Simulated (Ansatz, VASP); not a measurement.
## Ru in VASP and in Ansatz

Contents of INCAR:

```
PREC = Accurate ; ENCUT = 520
EDIFF = 1E-6 ; ISMEAR = 0
SIGMA = 0.15 ; LREAL = False
LASPH = True ; NELM = 100
ALGO = Fast ; ISIF = 2
LWAVE = False ; LCHARG = False
GGA = PE ; NBANDS = 21
```

The input KPOINTS:

```
Automatic mesh
0
Gamma
  21 21 12
```

File POSCAR:

```
Ru
1.0
    2.6120231598      0.0000000000      0.0000000000
   -1.3060115799      2.2620784117      0.0000000000
    0.0000000000      0.0000000000      4.6585433056
Ru
2
Direct
    0.3333333333      0.6666666667      0.2500000000
    0.6666666667      0.3333333333      0.7500000000
```

Input for Ansatz:

```yaml
crystal:
  lattice:
    - [2.6120231598, 0.0, 0.0]
    - [-1.3060115799, 2.2620784117, 0.0]
    - [0.0, 0.0, 4.6585433056]
  atoms:
    - { symbol: Ru, position: [0.3333333333, 0.6666666667, 0.25] }
    - { symbol: Ru, position: [0.6666666667, 0.3333333333, 0.75] }
basis:
  ecutwfc: 420
kpoints:
  mp_grid: { grid: [21, 21, 12] }
hamiltonian:
  xc: pbe
  pseudopotentials: { kind: paw, azcp: { folder: soft_1 } }
scf:
  occupations: { method: gaussian, width: 0.15 }
output:
  forces: true
  stress: true
  eigenvalues: true
  write_density: true
  write_potential: true
  elf: true
  volumetric_format: npy
```

Alike in both runs: task single point; functional PBE; k mesh 21 × 21 × 12; occupations gaussian, width 0.15 eV; no spin polarisation.

```csv
,VASP,Ansatz
version,VASP 6.6.1,Ansatz 0.2.0
potentials or method,"VASP PAW PBE potentials, release 64 (Ru_pv), cutoff 520 eV","scalar-relativistic, plane waves, PAW"
valence electrons in the cell,28,32
```

|  | VASP | Ansatz | Ansatz less VASP |
| --- | --- | --- | --- |
| gap on the k mesh at the Fermi level (eV) | none | none | - |
| pressure (GPa) | 4.3 | 4.4 | +0.07 |
| traceless stress, the component that is largest in VASP (GPa) | -36.49 | -36.54 | -0.053 |

A gap of «none» marks a metal or a gap that the smearing closes. VASP's potentials hold 28 valence electrons a cell and Ansatz's 32, so a difference there can come from the potentials and not from the codes.
